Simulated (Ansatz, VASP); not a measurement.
**One calculation of Cu, two programs**

```
CELL_PARAMETERS angstrom
4.21103 0.00000 0.00000
-2.10552 3.64686 0.00000
0.00000 0.00000 2.52827
ATOMIC_POSITIONS crystal
Cu 0.00000 0.00000 0.00000
Cu 0.33333 0.66667 0.50000
Cu 0.66667 0.33333 0.50000
```

Alike in both runs: task single point; functional BLYP; k mesh 10 × 10 × 14; occupations fermi-dirac, width 0.1 eV; no spin polarisation.

|  | VASP | Ansatz |
| --- | --- | --- |
| version | VASP 6.6.1 | Ansatz 0.2.0 |
| potentials or method | VASP PAW PBE potentials, release 64 (Cu), cutoff 520 eV | plane waves (420 eV) with PAW, scalar-relativistic |
| valence electrons in the cell | 33 | 57 |

```csv
,VASP,Ansatz,Ansatz less VASP
pressure (GPa),0.6,0.0,-0.63
"traceless stress, the component that is largest in VASP (GPa)",-0.26,-0.23,+0.029
```

VASP's potentials were made for PBE, not for BLYP. The functional is the same, so the differences come from potentials, cutoffs and numerics. VASP's potentials hold 33 valence electrons a cell and Ansatz's 57, so a difference there can come from the potentials and not from the codes.
